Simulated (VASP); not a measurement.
# GaAs (rocksalt type) (Fm-3m) in VASP: notebook

Runs on GaAs (rocksalt type). Level: r2SCAN. Tasks: single point, relaxation of cell and atoms.

Program: VASP 6.6.1. These are calculated values, not measurements. Logs are shortened: lines on timing, memory, paths and dates and some standing lists are left out, and cuts for length are marked.

## 1. The cell of the first run

The structure is cubic, space group Fm-3m (No. 225). The conventional cell has a = 5.108 Å, b = 5.108 Å, c = 5.108 Å, α = 90.00°, β = 90.00°, γ = 90.00°. Within 3.4 Å of Ga (site symmetry m-3m) lie 6 As at 2.55 Å. As (site symmetry m-3m) has 6 Ga at 2.55 Å within 3.4 Å.

## 2. Single point, r2SCAN (volume scaled by 0.88)

Contents of POSCAR:

```
GaAs
1.0
    0.0000000000      2.5538574000      2.5538574000
    2.5538574000      0.0000000000      2.5538574000
    2.5538574000      2.5538574000      0.0000000000
Ga As
1 1
Direct
    0.0000000000      0.0000000000      0.0000000000
    0.5000000000      0.5000000000      0.5000000000
```

Contents of INCAR.step1:

```
SYSTEM = GaAs
  ALGO = Normal
  EDIFF = 1E-4
  ENCUT = 520
  GGA = PE
  ISMEAR = -1
  LASPH = .True.
  LCHARG = .False.
  LREAL = .False.
  LWAVE = .True.
  NBANDS = 16
  NELM = 80
  PREC = Accurate
  SIGMA = 0.1
```

Contents of INCAR.step2:

```
SYSTEM = GaAs
  ALGO = Normal
  EDIFF = 1E-6
  ENCUT = 520
  ISIF = 2
  ISMEAR = -1
  ISTART = 1
  LASPH = .True.
  LCHARG = .False.
  LMIXTAU = .True.
  LREAL = .False.
  LWAVE = .False.
  METAGGA = R2SCAN
  NBANDS = 16
  NELM = 80
  PREC = Accurate
  SIGMA = 0.1
```

Contents of KPOINTS:

```
k-points
0
Gamma
  15 15 15
  0 0 0
```

Potentials or basis: VASP PAW PBE potentials, release 64 (Ga_d, As).

Started as:

```
cat potpaw_PBE.64/Ga_d/POTCAR potpaw_PBE.64/As/POTCAR > POTCAR
cp INCAR.step1 INCAR
mpirun -np 1 vasp_std > vasp.out
cp INCAR.step2 INCAR
mpirun -np 1 vasp_std > vasp.out
```

OUTCAR:

```text
SYSTEM = GaAs
   EDIFF = 1E-6
   ENCUT = 520
   ISIF = 2
   ISMEAR = -1
   ISTART = 1
   LASPH = .True.
   LREAL = .False.
   METAGGA = R2SCAN
   NELM = 80
   PREC = Accurate

 ion  position               nearest neighbor table
   1  0.000  0.000  0.000-   2 2.55   2 2.55   2 2.55   2 2.55   2 2.55   2 2.55
   2  0.500  0.500  0.500-   1 2.55   1 2.55   1 2.55   1 2.55   1 2.55   1 2.55

  LATTYP: Found a face centered cubic cell.
 ALAT       =     5.1077148000

  Lattice vectors:

 A1 = (   0.0000000000,   2.5538574000,   2.5538574000)
 A2 = (   2.5538574000,   0.0000000000,   2.5538574000)
 A3 = (   2.5538574000,   2.5538574000,   0.0000000000)

Analysis of symmetry for initial positions (statically):
=====================================================================
 Subroutine PRICEL returns:
 Original cell was already a primitive cell.

 Routine SETGRP: Setting up the symmetry group for a
 face centered cubic supercell.

 Subroutine GETGRP returns: Found 48 space group operations
 (whereof 48 operations were pure point group operations)
 out of a pool of 48 trial point group operations.

The static configuration has the point symmetry O_h .

Analysis of symmetry for dynamics (positions and initial velocities):
=====================================================================
 Subroutine PRICEL returns:
 Original cell was already a primitive cell.

 Routine SETGRP: Setting up the symmetry group for a
 face centered cubic supercell.

 Subroutine GETGRP returns: Found 48 space group operations
 (whereof 48 operations were pure point group operations)
 out of a pool of 48 trial point group operations.

The dynamic configuration has the point symmetry O_h .

 Subroutine INISYM returns: Found 48 space group operations
 (whereof 48 operations are pure point group operations),
 and found     1 'primitive' translations

----------------------------------------------------------------------------------------

                                     Primitive cell

  volume of cell :      33.3135

  direct lattice vectors                    reciprocal lattice vectors
     0.000000000  2.553857400  2.553857400    -0.195782270  0.195782270  0.195782270
     2.553857400  0.000000000  2.553857400     0.195782270 -0.195782270  0.195782270
     2.553857400  2.553857400  0.000000000     0.195782270  0.195782270 -0.195782270

  length of vectors
     3.611699771  3.611699771  3.611699771     0.339104840  0.339104840  0.339104840

  position of ions in fractional coordinates (direct lattice)
     0.000000000  0.000000000  0.000000000
     0.500000000  0.500000000  0.500000000

  ion indices of the primitive-cell ions
   primitive index   ion index
                 1           1
                 2           2

----------------------------------------------------------------------------------------

 KPOINTS: k-points

Automatic generation of k-mesh.
 Grid dimensions read from file:
 generate k-points for:   15   15   15

 Generating k-lattice:

  Cartesian coordinates                     Fractional coordinates (reciprocal lattice)
    -0.013052151  0.013052151  0.013052151     0.066666667  0.000000000  0.000000000
     0.013052151 -0.013052151  0.013052151     0.000000000  0.066666667  0.000000000
     0.013052151  0.013052151 -0.013052151     0.000000000  0.000000000  0.066666667

  Length of vectors
     0.022606989  0.022606989  0.022606989

  Shift w.r.t. Gamma in fractional coordinates (k-lattice)
     0.000000000  0.000000000  0.000000000

 Subroutine IBZKPT returns following result:
 ===========================================

 Found    120 irreducible k-points:

 Following reciprocal coordinates:
            Coordinates               Weight
  0.000000  0.000000  0.000000      1.000000
  0.066667  0.000000  0.000000      8.000000
  0.133333  0.000000  0.000000      8.000000
  0.200000  0.000000  0.000000      8.000000
  0.266667  0.000000  0.000000      8.000000
  0.333333  0.000000  0.000000      8.000000
[... 16 lines left out ...]
  0.133333  0.133333  0.000000      6.000000
  0.200000  0.133333  0.000000     24.000000
 [... further k-points ...]
   k-points           NKPTS =    120   k-points in BZ     NKDIM =    120   number of bands    NBANDS=     16
   number of dos      NEDOS =    301   number of ions     NIONS =      2
   total plane-waves  NPLWV =  21952
   dimension x,y,z NGX =    28 NGY =   28 NGZ =   28
   dimension x,y,z NGXF=    56 NGYF=   56 NGZF=   56
   ions per type =               1   1
   NGX,Y,Z   is equivalent  to a cutoff of  12.89, 12.89, 12.89 a.u.
   NGXF,Y,Z  is equivalent  to a cutoff of  25.78, 25.78, 25.78 a.u.
 SYSTEM =  GaAs
   PREC   = accura    normal or accurate (medium, high low for compatibility)
   ISTART =      1    job   : 0-new  1-cont  2-samecut
   ICHARG =      0    charge: 1-file 2-atom 10-const
   ISPIN  =      1    spin polarized calculation?
   LNONCOLLINEAR =      F non collinear calculations
   LSORBIT =      F    spin-orbit coupling
   LASPH  =      T    aspherical Exc in radial PAW
   ENCUT  =  520.0 eV  38.22 Ry    6.18 a.u.   6.72  6.72  6.72*2*pi/ulx,y,z
   NELM   =     80;   NELMIN=  2; NELMDL=  0     # of ELM steps
   EDIFF  = 0.1E-05   stopping-criterion for ELM
   LREAL  =      F    real-space projection
   EDIFFG = 0.1E-04   stopping-criterion for IOM
   NSW    =      0    number of steps for IOM
   IBRION =     -1    ionic relax: 0-MD 1-quasi-New 2-CG
   NFREE  =      0    steps in history (QN), initial steepest desc. (CG)
   ISIF   =      2    stress and relaxation
   ISYM   =      2    0-nonsym 1-usesym 2-fastsym
   POTIM  = 0.5000    time-step for ionic-motion
   TEBEG  =    0.0;   TEEND  =   0.0 temperature during run
   PSTRESS=    0.0 pullay stress
   NELECT =      18.0000    total number of electrons
   NUPDOWN=      -1.0000    fix difference up-down
   EMIN   =  10.00;   EMAX   =-10.00  energy-range for DOS
   EFERMI =   0.00;   METHOD = LEGACY
   ISMEAR =    -1;   SIGMA  =   0.10  broadening in eV -4-tet -1-fermi 0-gaus
   EFERMI_NEDOS =   21; number of points for ismear=-14 and -15
   IALGO  =     38    algorithm
   IMIX   =      4    mixing-type and parameters
     AMIX     =   0.40;   BMIX     =  1.00
     AMIX_MAG =   1.60;   BMIX_MAG =  1.00
  volume/ion in A,a.u.               =      16.66       112.41
  Fermi-wavevector in a.u.,A,eV,Ry     =   1.333396  2.519752 24.190395  1.777944
  Thomas-Fermi vector in A             =   2.462257
   LORBIT       =      0    0 simple, 1 ext, 2 COOP (PROOUT), +10 PAW based schemes
   METAGGA = R2SCAN    functional components
   LHFCALC =     F    Hartree Fock is set to
   AEXX    =    0.0000 exact exchange contribution
   IVDW    =     0    specifies the selected vdW correction
   LEPSILON=     F    determine dielectric tensor
   LRPA    =     F    only Hartree local field effects (RPA)
 non-spin polarized calculation
  energy-cutoff  :      520.00
  volume of cell :       33.31
 maximum number of plane-waves:       914
   NGX = 13   NGY = 13   NGZ = 13

 number of electron      17.9999993 magnetization

 Free energy of the ion-electron system (eV)
  ---------------------------------------------------
  ext. energy  EPLUGINS =         0.00000000
  ---------------------------------------------------
  free energy    TOTEN  =       -26.05872461 eV

  energy without entropy =      -26.02898803  energy(sigma->0) =      -26.04385632

 E-fermi :   6.8672     XC(G=0): -12.1821

 val. band max:        6.8534332532   @ k =   0.2667   0.0667   0.0000
 cond. band min:       6.8790213738   @ k =  -0.2000   0.2000   0.0667
 fundamental gap:      0.0255881205
 Fermi energy:         6.8672341547

 k-point     1 :       0.0000    0.0000    0.0000
  band No.  band energies     occupation
      1      -8.6891      2.00000
      2      -8.6891      2.00000
      3      -8.6532      2.00000
      4      -8.6532      2.00000
      5      -8.6532      2.00000
      6      -8.2125      2.00000
[... 8 lines left out ...]
     15      15.8498      0.00000
     16      15.8498      0.00000

 k-point     2 :       0.0667    0.0000    0.0000
  band No.  band energies     occupation
      1      -8.6912      2.00000
      2      -8.6912      2.00000
      3      -8.6537      2.00000
      4      -8.6515      2.00000
      5      -8.6515      2.00000
      6      -8.1392      2.00000
[... 8 lines left out ...]
     15      15.2912      0.00000
     16      15.7780      0.00000

 k-point     3 :       0.1333    0.0000    0.0000
  band No.  band energies     occupation
      1      -8.6977      2.00000
      2      -8.6976      2.00000
      3      -8.6558      2.00000
      4      -8.6460      2.00000
      5      -8.6460      2.00000
      6      -7.9196      2.00000
[... 8 lines left out ...]
     15      15.4335      0.00000
     16      15.6027      0.00000

 k-point     4 :       0.2000    0.0000    0.0000
  band No.  band energies     occupation
      1      -8.7081      2.00000
      2      -8.7081      2.00000
      3      -8.6597      2.00000
      4      -8.6370      2.00000
      5      -8.6370      2.00000
      6      -7.5573      2.00000
[... 8 lines left out ...]
     15      16.1675      0.00000
     16      16.1675      0.00000
[... 324 lines left out ...]
 k-point    22 :      -0.0667    0.0667    0.0000
  band No.  band energies     occupation
      1      -8.6979      2.00000
      2      -8.6927      2.00000
      3      -8.6546      2.00000
      4      -8.6495      2.00000
      5      -8.6479      2.00000
      6      -8.0156      2.00000
[... 8 lines left out ...]
     15      15.8458      0.00000
     16      16.2092      0.00000

 k-point    23 :       0.1333    0.1333    0.0000
  band No.  band energies     occupation
      1      -8.7306      2.00000
      2      -8.6839      2.00000
      3      -8.6596      2.00000
      4      -8.6424      2.00000
      5      -8.6424      2.00000
      6      -7.8055      2.00000
[... 8 lines left out ...]
     15      17.1248      0.00000
     16      17.1248      0.00000

 k-point    24 :       0.2000    0.1333    0.0000
  band No.  band energies     occupation
      1      -8.7535      2.00000
      2      -8.6850      2.00000
      3      -8.6620      2.00000
      4      -8.6375      2.00000
      5      -8.6349      2.00000
      6      -7.5279      2.00000
[... 8 lines left out ...]
     15      17.5520      0.00000
     16      17.6311      0.00000

 [... further k-points ...]
[... 5 lines left out ...]
  --------------------------------------------------------------------------------------
  -------------------------------------------------------------------------------------
  Total        2.9685279      2.9685279      2.9685279     -0.0000000      0.0000000     -0.0000000
  in kB      142.7683016    142.7683016    142.7683016     -0.0000000      0.0000000     -0.0000000
  external PRESSURE =     142.7683016 kB  Pullay stress =       0.0000000 kB

 VOLUME and BASIS-vectors are now :
 -----------------------------------------------------------------------------
  energy-cutoff  :      520.00
  volume of cell :       33.31
      direct lattice vectors                 reciprocal lattice vectors
     0.000000000  2.553857400  2.553857400    -0.195782270  0.195782270  0.195782270
     2.553857400  0.000000000  2.553857400     0.195782270 -0.195782270  0.195782270
     2.553857400  2.553857400  0.000000000     0.195782270  0.195782270 -0.195782270

 POSITION                                       TOTAL-FORCE (eV/Angst)
 -----------------------------------------------------------------------------------
      0.00000      0.00000      0.00000        -0.000000     -0.000000     -0.000000
      2.55386      2.55386      2.55386         0.000000      0.000000      0.000000
 -----------------------------------------------------------------------------------
    total drift:                               -0.000000      0.000000      0.000000

  FREE ENERGIE OF THE ION-ELECTRON SYSTEM (eV)
  ---------------------------------------------------
  free  energy   TOTEN  =       -26.0587246137 eV

  energy  without entropy=      -26.0289880328  energy(sigma->0) =      -26.04385632
```

Wall time 2.1 min (1 thread of Intel Xeon 6975P-C (Granite Rapids), shared host); peak memory 0.21 GiB.

What came out:

```
Free energy            : -26.0587 eV
Pressure               : 14.3 GPa
Band gap on the k mesh : zero (band 9 reaches 7.54 eV, above the bottom of band 10 at 3.60 eV)
```

Caveat: the cell differs from its parent crystal (volume scaled by 0.88); the PAW data sets were made with another functional, which shifts forces and pressure a little.

## 3. Single point, r2SCAN (volume scaled by 0.94)

Contents of POSCAR:

```
GaAs
1.0
    0.0000000000      2.6106282765      2.6106282765
    2.6106282765      0.0000000000      2.6106282765
    2.6106282765      2.6106282765      0.0000000000
Ga As
1 1
Direct
    0.0000000000      0.0000000000      0.0000000000
    0.5000000000      0.5000000000      0.5000000000
```

Contents of INCAR.step1:

```
SYSTEM = GaAs
ALGO = Normal
EDIFF = 1E-4
ENCUT = 520
GGA = PE
ISMEAR = -1
LASPH = .TRUE.
LCHARG = .FALSE.
LREAL = .FALSE.
LWAVE = .TRUE.
NBANDS = 16
NELM = 100
PREC = Accurate
SIGMA = 0.1
```

Contents of INCAR.step2:

```
SYSTEM = GaAs
ALGO = Normal
EDIFF = 1E-6
ENCUT = 520
ISIF = 2
ISMEAR = -1
ISTART = 1
LASPH = .TRUE.
LCHARG = .TRUE.
LELF = .TRUE.
LMIXTAU = .TRUE.
LREAL = .FALSE.
LVHAR = .TRUE.
LWAVE = .FALSE.
METAGGA = R2SCAN
NBANDS = 16
NELM = 100
PREC = Accurate
SIGMA = 0.1
```

Contents of KPOINTS:

```
k-points
0
G
  15 15 15
  0 0 0
```

Potentials or basis: VASP PAW PBE potentials, release 64 (Ga_d, As).

Started as:

```
cat potpaw_PBE.64/Ga_d/POTCAR potpaw_PBE.64/As/POTCAR > POTCAR
cp INCAR.step1 INCAR
mpirun -np 1 vasp_std > vasp.out
cp INCAR.step2 INCAR
mpirun -np 1 vasp_std > vasp.out
```

Wall time 2.1 min (1 thread of Intel Xeon 6975P-C (Granite Rapids), shared host); peak memory 0.21 GiB.

Results (log left out):

| Property | Result |
| --- | --- |
| Free energy | -26.1989 eV |
| Pressure | 6.0 GPa |
| Band gap on the k mesh | zero (band 9 reaches 6.72 eV, above the bottom of band 10 at 3.09 eV) |

Levels at points of the mesh, in eV from the Fermi level:
| k point | band 6 | band 7 | band 8 | band 9 | band 10 | band 11 | band 12 | band 13 |
| --- | --- | --- | --- | --- | --- | --- | --- | --- |
| (0.00, 0.00, 0.00) | -14.45 | -0.03 | -0.03 | -0.03 | 1.21 | 7.81 | 7.81 | 7.81 |

Caveat: the cell differs from its parent crystal (volume scaled by 0.94); the PAW data sets were made with another functional, which shifts forces and pressure a little.

## 4. Single point, r2SCAN

This run uses another cell than the first one, of 18.93 Å³/atom, 1.136 times its volume.

Contents of POSCAR:

```
GaAs
1.0
    0.0000000000      2.6650319490      2.6650319490
    2.6650319490      0.0000000000      2.6650319490
    2.6650319490      2.6650319490      0.0000000000
Ga As
1 1
Direct
    0.0000000000      0.0000000000      0.0000000000
    0.5000000000      0.5000000000      0.5000000000
```

Contents of INCAR.step1:

```
SYSTEM = GaAs
  ALGO = Normal
  EDIFF = 1E-4
  ENCUT = 520
  GGA = PE
  ISMEAR = -1
  LASPH = .True.
  LCHARG = .False.
  LREAL = .False.
  LWAVE = .True.
  NBANDS = 16
  NELM = 100
  PREC = Accurate
  SIGMA = 0.1
```

Contents of INCAR.step2:

```
SYSTEM = GaAs
  ALGO = Normal
  EDIFF = 1E-6
  ENCUT = 520
  ISIF = 2
  ISMEAR = -1
  ISTART = 1
  LASPH = .True.
  LCHARG = .False.
  LMIXTAU = .True.
  LREAL = .False.
  LWAVE = .False.
  METAGGA = R2SCAN
  NBANDS = 16
  NELM = 100
  PREC = Accurate
  SIGMA = 0.1
```

Contents of KPOINTS:

```
k-points
0
Gamma
  15 15 15
  0 0 0
```

Started as:

```
cat potpaw_PBE.64/Ga_d/POTCAR potpaw_PBE.64/As/POTCAR > POTCAR
cp INCAR.step1 INCAR
mpirun -np 1 vasp_std > vasp.out
cp INCAR.step2 INCAR
mpirun -np 1 vasp_std > vasp.out
```

Wall time 2 min (1 thread of Intel Xeon 6975P-C (Granite Rapids), shared host); peak memory 0.22 GiB.

The run converged. Its results:

```yaml
Free_energy: -26.2393 eV
Pressure: 0.1 GPa
Band_gap_on_the_k_mesh: zero (band 9 reaches 5.99 eV, above the bottom of band 10 at 2.64 eV)
```

Levels at points of the mesh, in eV from the Fermi level:
| k point | band 7 | band 8 | band 9 | band 10 | band 11 | band 12 |
| --- | --- | --- | --- | --- | --- | --- |
| (0.00, 0.00, 0.00) | -0.02 | -0.02 | -0.02 | 0.59 | 7.80 | 7.80 |

Caveat: the PAW data sets were made with another functional, which shifts forces and pressure a little.

(Part 1 of 2 ends here.)
